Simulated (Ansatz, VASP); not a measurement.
**BaTiO3 in VASP and in Ansatz**

```
CELL_PARAMETERS angstrom
3.97357 0.00000 0.00000
0.00000 3.97357 0.00000
0.00000 0.00000 4.09231
ATOMIC_POSITIONS crystal
Ba 0.00000 0.00000 0.99621
Ti 0.50000 0.50000 0.47933
O 0.50000 0.50000 0.03128
O 0.50000 0.00000 0.51809
O 0.00000 0.50000 0.51809
```

Alike in both runs: functional PBE; dispersion D3(BJ); k mesh 8 × 8 × 8; occupations gaussian, width 0.02 eV; no spin polarisation.

Ansatz relaxed the structure, and its values are those at the end. VASP's run is a single point on that final structure, the one shown.

|  | VASP | Ansatz |
| --- | --- | --- |
| version | VASP 6.6.1 | Ansatz 0.2.0 |
| potentials or method | VASP PAW PBE potentials, release 64 (Ba_sv, Ti_sv, O), cutoff 520 eV | scalar-relativistic, plane waves, PAW |
| valence electrons in the cell | 40 | 40 |

|  | VASP | Ansatz | Ansatz less VASP |
| --- | --- | --- | --- |
| gap on the k mesh at the Fermi level (eV) | 1.81 | 1.87 | +0.062 |
| least direct gap on the mesh (eV) | 2.27 | 2.30 | +0.031 |
| pressure (GPa) | 1.8 | 0.0 | -1.77 |
| rms of the force components (eV/Å) | 0.027 | 0.001 | -0.0260 |

Neither program's run includes spin-orbit coupling.
